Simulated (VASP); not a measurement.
# ZrB (R-3m) in VASP: notebook

Runs on ZrB. Level: PBE. Tasks: single point, relaxation of cell and atoms.

Everything below comes from runs of VASP 6.6.1. Logs are shortened: lines on timing, memory, paths and dates and some standing lists are left out, and cuts for length are marked.

## 1. The cell of the first run

The structure is trigonal, space group R-3m (No. 166). Conventional cell: a = 3.191 Å, b = 3.191 Å, c = 18.864 Å, α = 90.00°, β = 90.00°, γ = 120.00°. Within 3.5 Å of Zr (site symmetry 3m) lie 6 B at 2.52 Å and 10 Zr at 3.19 to 3.44 Å. Within 2.4 Å of B (site symmetry 3m) lie 3 B at 1.84 Å.

The cell was generated, and may not be a known phase.

## 2. Single point, PBE

The input, INCAR:

```
SYSTEM = ZrB
PREC = Accurate
ENCUT = 520
EDIFF = 1E-6
ISMEAR = 0
SIGMA = 0.2
LREAL = .False.
LASPH = .True.
NELM = 60
ALGO = Normal
ISIF = 2
LWAVE = .False.
LCHARG = .False.
GGA = PE
NBANDS = 23
```

The input, KPOINTS:

```
regular mesh
0
Gamma
  7 7 7
  0 0 0
```

The input, POSCAR:

```
ZrB
1.0
    1.5956328712      0.9212390677      6.2879393810
   -1.5956328712      0.9212390677      6.2879393810
    0.0000000000     -1.8424781354      6.2879393810
Zr B
2 2
Direct
    0.9087978394      0.9087978394      0.9087978394
    0.0912021606      0.0912021606      0.0912021606
    0.6664050183      0.6664050183      0.6664050183
    0.3335949817      0.3335949817      0.3335949817
```

Potentials or basis: VASP PAW PBE potentials, release 64 (Zr_sv, B).

Launch:

```
$ cat potpaw_PBE.64/Zr_sv/POTCAR potpaw_PBE.64/B/POTCAR > POTCAR
$ mpirun -np 1 vasp_std > vasp.out
```

OUTCAR:

```text
SYSTEM = ZrB
   PREC = Accurate
   ENCUT = 520
   EDIFF = 1E-6
   ISMEAR = 0
   LREAL = .False.
   LASPH = .True.
   NELM = 60
   ISIF = 2
   GGA = PE

 ion  position               nearest neighbor table
   1  0.909  0.909  0.909-   3 2.52   3 2.52   3 2.52   4 2.52   4 2.52   4 2.52   2 3.39   2 3.39
                             2 3.39   2 3.44
   2  0.091  0.091  0.091-   4 2.52   4 2.52   4 2.52   3 2.52   3 2.52   3 2.52   1 3.39   1 3.39
                             1 3.39   1 3.44
   3  0.666  0.666  0.666-   4 1.84   4 1.84   4 1.84   1 2.52   1 2.52   1 2.52   2 2.52   2 2.52
                             2 2.52
   4  0.334  0.334  0.334-   3 1.84   3 1.84   3 1.84   2 2.52   2 2.52   2 2.52   1 2.52   1 2.52
                             1 2.52

  LATTYP: Found a trigonal (rhomboedric) cell.
 ALAT       =     6.5523207597
 COS(alpha) =     0.8813942769

  Lattice vectors:

 A1 = (   1.5956328712,   0.9212390677,   6.2879393810)
 A2 = (  -1.5956328712,   0.9212390677,   6.2879393810)
 A3 = (   0.0000000000,  -1.8424781354,   6.2879393810)

Analysis of symmetry for initial positions (statically):
=====================================================================
 Subroutine PRICEL returns:
 Original cell was already a primitive cell.

 Routine SETGRP: Setting up the symmetry group for a
 trigonal (rhombohedral) supercell.

 Subroutine GETGRP returns: Found 12 space group operations
 (whereof 12 operations were pure point group operations)
 out of a pool of 12 trial point group operations.

The static configuration has the point symmetry D_3d.

Analysis of symmetry for dynamics (positions and initial velocities):
=====================================================================
 Subroutine PRICEL returns:
 Original cell was already a primitive cell.

 Routine SETGRP: Setting up the symmetry group for a
 trigonal (rhombohedral) supercell.

 Subroutine GETGRP returns: Found 12 space group operations
 (whereof 12 operations were pure point group operations)
 out of a pool of 12 trial point group operations.

The dynamic configuration has the point symmetry D_3d.

 Subroutine INISYM returns: Found 12 space group operations
 (whereof 12 operations are pure point group operations),
 and found     1 'primitive' translations

----------------------------------------------------------------------------------------

                                     Primitive cell

  volume of cell :      55.4581
[... 88 lines left out ...]
   LNONCOLLINEAR =      F non collinear calculations
   LSORBIT =      F    spin-orbit coupling
   LASPH  =      T    aspherical Exc in radial PAW
   ENCUT  =  520.0 eV  38.22 Ry    6.18 a.u.  12.18 12.18 12.18*2*pi/ulx,y,z
   NELM   =     60;   NELMIN=  2; NELMDL= -5     # of ELM steps
   EDIFF  = 0.1E-05   stopping-criterion for ELM
   LREAL  =      F    real-space projection
   EDIFFG = 0.1E-04   stopping-criterion for IOM
   NSW    =      0    number of steps for IOM
   IBRION =     -1    ionic relax: 0-MD 1-quasi-New 2-CG
   NFREE  =      0    steps in history (QN), initial steepest desc. (CG)
   ISIF   =      2    stress and relaxation
   ISYM   =      2    0-nonsym 1-usesym 2-fastsym
   POTIM  = 0.5000    time-step for ionic-motion
   TEBEG  =    0.0;   TEEND  =   0.0 temperature during run
   PSTRESS=    0.0 pullay stress
   NELECT =      30.0000    total number of electrons
   NUPDOWN=      -1.0000    fix difference up-down
   EMIN   =  10.00;   EMAX   =-10.00  energy-range for DOS
   EFERMI =   0.00;   METHOD = LEGACY
   ISMEAR =     0;   SIGMA  =   0.20  broadening in eV -4-tet -1-fermi 0-gaus
   EFERMI_NEDOS =   21; number of points for ismear=-14 and -15
   IALGO  =     38    algorithm
   IMIX   =      4    mixing-type and parameters
     AMIX     =   0.40;   BMIX     =  1.00
     AMIX_MAG =   1.60;   BMIX_MAG =  1.00
  volume/ion in A,a.u.               =      13.86        93.56
  Fermi-wavevector in a.u.,A,eV,Ry     =   1.333911  2.520727 24.209109  1.779319
  Thomas-Fermi vector in A             =   2.462733
   LORBIT       =      0    0 simple, 1 ext, 2 COOP (PROOUT), +10 PAW based schemes
   GGA     = PE    functional components
   LHFCALC =     F    Hartree Fock is set to
   AEXX    =    0.0000 exact exchange contribution
   IVDW    =     0    specifies the selected vdW correction
   LEPSILON=     F    determine dielectric tensor
   LRPA    =     F    only Hartree local field effects (RPA)
 non-spin polarized calculation
 Gauss-broadening in eV      SIGMA  =   0.20
  energy-cutoff  :      520.00
  volume of cell :       55.46
 maximum number of plane-waves:      1510
 NGX is ok and might be reduce to    50
   NGX = 25   NGY = 25   NGZ = 25

 number of electron      30.0000000 magnetization

 Free energy of the ion-electron system (eV)
  ---------------------------------------------------
  ext. energy  EPLUGINS =         0.00000000
  ---------------------------------------------------
  free energy    TOTEN  =       -33.37797034 eV

  energy without entropy =      -33.34676572  energy(sigma->0) =      -33.36236803

 E-fermi :   9.2570     XC(G=0): -11.7100

 val. band max:        9.2206083946   @ k =  -0.1429   0.1429   0.0000
 cond. band min:       9.2706814304   @ k =  -0.2857   0.2857   0.0000
 fundamental gap:      0.0500730358
 Fermi energy:         9.2570444669

 k-point     1 :       0.0000    0.0000    0.0000
  band No.  band energies     occupation
      1     -39.2618      2.00000
      2     -39.2139      2.00000
      3     -17.7265      2.00000
      4     -17.2074      2.00000
      5     -16.8713      2.00000
      6     -16.8713      2.00000
[... 613 lines left out ...]
     22      14.1094      0.00000
     23      15.2492      0.00000

 [... further k-points ...]
[... 5 lines left out ...]
  --------------------------------------------------------------------------------------
  -------------------------------------------------------------------------------------
  Total        0.0887052      0.0887052      0.3112926      0.0000000     -0.0000000      0.0000000
  in kB        2.5626825      2.5626825      8.9932049      0.0000000     -0.0000000      0.0000000
  external PRESSURE =       4.7061900 kB  Pullay stress =       0.0000000 kB

 VOLUME and BASIS-vectors are now :
 -----------------------------------------------------------------------------
  energy-cutoff  :      520.00
  volume of cell :       55.46
      direct lattice vectors                 reciprocal lattice vectors
     1.595632871  0.921239068  6.287939381     0.313355289  0.180915761  0.053011537
    -1.595632871  0.921239068  6.287939381    -0.313355289  0.180915761  0.053011537
     0.000000000 -1.842478135  6.287939381     0.000000000 -0.361831521  0.053011537

 POSITION                                       TOTAL-FORCE (eV/Angst)
 -----------------------------------------------------------------------------------
      0.00000      0.00000     17.14340         0.000000      0.000000     -0.010218
      0.00000      0.00000      1.72042         0.000000     -0.000000      0.010218
      0.00000      0.00000     12.57094         0.000000      0.000000      0.002737
      0.00000      0.00000      6.29288         0.000000     -0.000000     -0.002737
 -----------------------------------------------------------------------------------
    total drift:                                0.000000     -0.000000     -0.000000

  FREE ENERGIE OF THE ION-ELECTRON SYSTEM (eV)
  ---------------------------------------------------
  free  energy   TOTEN  =       -33.3779703407 eV

  energy  without entropy=      -33.3467657235  energy(sigma->0) =      -33.36236803
```

Wall time 7 min (1 thread of Intel Xeon Platinum 8375C at 2.90GHz (Ice Lake), shared host); peak memory 0.35 GiB.

Results:

```
Free energy            : -33.3780 eV
Pressure               : 0.5 GPa
Largest force          : 0.010 eV/Å
Band gap on the k mesh : zero (bands 15 and 16 overlap by 1.37 eV)
```

Forces on the atoms (eV/Å):
```
Zr   0.000  0.000 -0.010
Zr   0.000  0.000  0.010
B    0.000  0.000  0.003
B    0.000  0.000 -0.003
```

Stress tensor (GPa, compression positive):
```
0.26 0.00 0.00
0.00 0.26 0.00
0.00 0.00 0.90
```

Levels at points of the mesh, in eV from the Fermi level:
| k point | band 12 | band 13 | band 14 | band 15 | band 16 | band 17 | band 18 | band 19 |
| --- | --- | --- | --- | --- | --- | --- | --- | --- |
| (0.00, 0.00, 0.00) | -1.90 | -1.90 | -0.56 | 1.04 | 1.08 | 1.08 | 1.62 | 1.62 |

[end of part 1 of 3]

The gap in the log of VASP goes by the Fermi energy; the results here count the filled bands.